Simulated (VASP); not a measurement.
A run of VASP 6.6.1:

The input INCAR:

```
  PREC = Accurate
  ENCUT = 520
  EDIFF = 1E-6
  ISMEAR = -1
  SIGMA = 0.08
  LREAL = F
  LASPH = T
  NELM = 80
  ALGO = Normal
  ISIF = 2
  LWAVE = F
  LCHARG = F
  NBANDS = 35
```

KPOINTS

```
Automatic mesh
0
Gamma
  8 8 11
```

File POSCAR:

```
SnO2
1.0
    4.4832082595      0.0000000000      0.0000000000
    0.0000000000      4.4832082595      0.0000000000
    0.0000000000      0.0000000000      3.1146458481
Sn O
2 4
Direct
    0.0000000000      0.0000000000      0.0000000000
    0.5000000000      0.5000000000      0.5000000000
    0.3053579244      0.3053579244      0.0000000000
    0.6946420756      0.6946420756      0.0000000000
    0.8053579244      0.1946420756      0.5000000000
    0.1946420756      0.8053579244      0.5000000000
```

Potentials or basis: VASP PAW LDA potentials, release 64 (Sn_d, O).

Run with:

```console
$ cat potpaw_LDA.64/Sn_d/POTCAR potpaw_LDA.64/O/POTCAR > POTCAR
$ mpirun -np 1 vasp_std > vasp.out
```

Hardware: 1 thread of Intel Xeon 8259CL, with other jobs on the host.

**Question.** How long does it take, and how much memory?

**Answer.** Wall time 3.5 min on 1 thread of Intel Xeon 8259CL, on a shared host, peak memory 0.26 GiB. Counts: scf iterations 13, k points 90.
